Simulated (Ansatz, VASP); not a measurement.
## LaPb3 in VASP and in Ansatz

```
La Pb
1.0
     4.90600    0.02453    0.02453
     0.02453    4.90600    0.02453
     0.02453    0.02453    4.90600
La Pb
1 3
Direct
  0.00000 0.00000 0.00000
  0.00000 0.50000 0.50000
  0.50000 0.00000 0.50000
  0.50000 0.50000 0.00000
```

Change from the starting cell: equal xy, yz and zx shear strains of +1 %.

Alike in both runs: task single point; functional PBEsol; k mesh 7 × 7 × 7; occupations fermi-dirac, width 0.05 eV; no spin polarisation.

|  | VASP | Ansatz |
| --- | --- | --- |
| version | VASP 6.6.1 | Ansatz 0.2.0 |
| potentials or method | VASP PAW PBE potentials, release 64 (La, Pb_d), cutoff 520 eV | all-electron LAPW, scalar-relativistic |

VASP gave:

| Property | Result |
| --- | --- |
| pressure (GPa) | -0.9 |
| traceless stress, the component that is largest in VASP (GPa) | -0.33 |

Q: Estimate Ansatz's values.

A: Pressure (GPa): -0.8; traceless stress, the component that is largest in VASP (GPa): -0.33.

VASP's potentials were made for PBE, not for PBEsol. Ansatz ran all-electron here, and VASP with PAW potentials.

Neither program's run includes spin-orbit coupling.
